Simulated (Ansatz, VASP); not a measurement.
BaS in VASP and in Ansatz

```
Ba S
1.0
     0.00000    3.21420    3.21420
     3.21420    0.00000    3.21420
     3.21420    3.21420    0.00000
Ba S
1 1
Direct
  0.50000 0.50000 0.50000
  0.00000 0.00000 0.00000
```

Alike in both runs: task single point; functional PBE; k mesh 10 × 10 × 10; occupations methfessel-paxton of order 1, width 0.001 eV; no spin polarisation.

|  | VASP | Ansatz |
| --- | --- | --- |
| version | VASP 6.6.1 | Ansatz 0.2.0 |
| potentials or method | VASP PAW PBE potentials, release 64 (Ba_sv, S), cutoff 520 eV | scalar-relativistic, plane waves, PAW |
| valence electrons in the cell | 16 | 16 |

Ansatz gave:

| Item | Value |
| --- | --- |
| gap on the k mesh at the Fermi level (eV) | 2.23 |
| pressure (GPa) | 0.0 |

Q: Which values does VASP return?

A: gap on the k mesh at the Fermi level (eV): 2.14; pressure (GPa): 0.6.

The functional is the same, so the differences come from potentials, cutoffs and numerics.

Spin-orbit coupling is off throughout.
